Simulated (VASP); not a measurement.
Write the native input for VASP 6.6.1 that does the following.

- Task: single point
- Functional: PBE
- Potentials or basis: VASP PAW PBE potentials, release 64 (Sb, Ga_d)
- Cutoff: 520 eV
- k mesh: 10 × 10 × 10
- Occupations: fermi-dirac, width 0.05 eV
- Spin: no spin polarisation
- Dipole correction: no
- Further INCAR settings: ALGO = Normal; EDIFF = 1e-06; NBANDS = 16

The structure of GaSb lies in POSCAR:

```
GaSb
1.0
   -1.5319365060      2.4833018751      2.7482058603
    1.5319365060     -2.4833018751      2.7482058603
    1.5319365060      2.4833018751     -2.7482058603
Sb Ga
1 1
Direct
    0.5000000000      0.5000000000      0.0000000000
    0.0000000000      0.0000000000      0.0000000000
```

The input as run:

INCAR

```
ALGO = Normal
EDIFF = 1E-6
ENCUT = 520
GGA = PE
ISIF = 2
ISMEAR = -1
LASPH = T
LCHARG = T
LELF = T
LREAL = F
LVHAR = T
LWAVE = F
NBANDS = 16
NELM = 80
PREC = Accurate
SIGMA = 0.05
```

KPOINTS

```
k-points
0
Gamma
  10 10 10
```

Potentials or basis: VASP PAW PBE potentials, release 64 (Sb, Ga_d).

Command:

```console
$ cat potpaw_PBE.64/Sb/POTCAR potpaw_PBE.64/Ga_d/POTCAR > POTCAR
$ mpirun -np 1 vasp_std > vasp.out
```

Results of the run:

```
Pressure               : 10.0 GPa
Band gap on the k mesh : zero (bands 9 and 10 overlap by 6.16 eV)
```

Caveat: the cell stands under pressure; spin-orbit coupling is left out, which moves the levels of the heavy elements.

Wall time 76 s on 1 thread of Intel(R) Xeon(R) 6975P-C (Granite Rapids), with other jobs on the host, peak memory 0.25 GiB.
